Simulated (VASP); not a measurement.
H, 4 atoms in the cell. The structure is orthorhombic, space group Cmcm (No. 63). Conventional cell: a = 3.462 Å, b = 5.737 Å, c = 6.629 Å, α = 90.00°, β = 90.00°, γ = 90.00°. Within 1.1 Å of H (site symmetry m) lie 1 H at 0.78 Å.  This cell differs from its parent crystal: strain +0.050 along x and y, +0.050 along z.

```yaml
Program: VASP 6.6.1
Task: single point
Functional: LDA
Potentials_or_basis: VASP PAW LDA potentials, release 64 (H)
Cutoff: 520 eV
k_mesh: 8 × 8 × 4
Occupations: gaussian, width 0.05 eV
Spin: no spin polarisation
Dipole_correction: no
Further_INCAR_settings: ALGO = Normal; EDIFF = 1e-07; NBANDS = 10
```

Potentials or basis: VASP PAW LDA potentials, release 64 (H).

Launch:

```console
$ cat potpaw_LDA.64/H/POTCAR > POTCAR
$ mpirun -np 1 vasp_std > vasp.out
```

Hardware: 1 thread of Intel(R) Xeon(R) Platinum 8375C CPU @ 2.90GHz (Ice Lake), on a shared host.

How long does it take, and how much memory?

Run time: 30 s on 1 thread of Intel(R) Xeon(R) Platinum 8375C CPU @ 2.90GHz (Ice Lake) (shared host), peak memory 0.16 GiB. Counts: scf iterations 12, k points 63.
